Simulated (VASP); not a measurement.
Crystal: BaS.

```xyz
2
Lattice="0.0000 3.2118 3.1601 3.2118 0.0000 3.1601 3.2118 3.2118 0.0000" Properties=species:S:1:pos:R:3 pbc="T T T"
Ba    0.0000    0.0000    0.0000
S     3.2118    3.2118    3.1601
```

This cell differs from its parent crystal: uniaxial z strain -1.6%.

Base run:

```yaml
Program: VASP 6.6.1
Functional: PBE
Potentials_or_basis: VASP PAW PBE potentials, release 64 (Ba_sv, S)
Cutoff: 520 eV
k_mesh: 8 × 8 × 8
Occupations: fermi-dirac, width 0.02 eV
Spin: no spin polarisation
```

Its results: band gap on the k mesh 2.06 eV, indirect (least direct gap 2.21 eV); pressure 1.4 GPa.

**Question.** The run is repeated on the same cell with these changes: functional from PBE to r2SCAN; occupations from fermi-dirac, width 0.02 eV to gaussian, width 0.01 eV. What comes out?

**Answer.** Band gap on the k mesh 2.41 eV, indirect (least direct gap 2.56 eV); pressure 1.4 GPa.

Caveats: spin-orbit coupling is left out, which moves the levels of the heavy elements; the PAW data sets were made with another functional, which shifts forces and pressure a little (some runs).

A k mesh can miss the band edges.
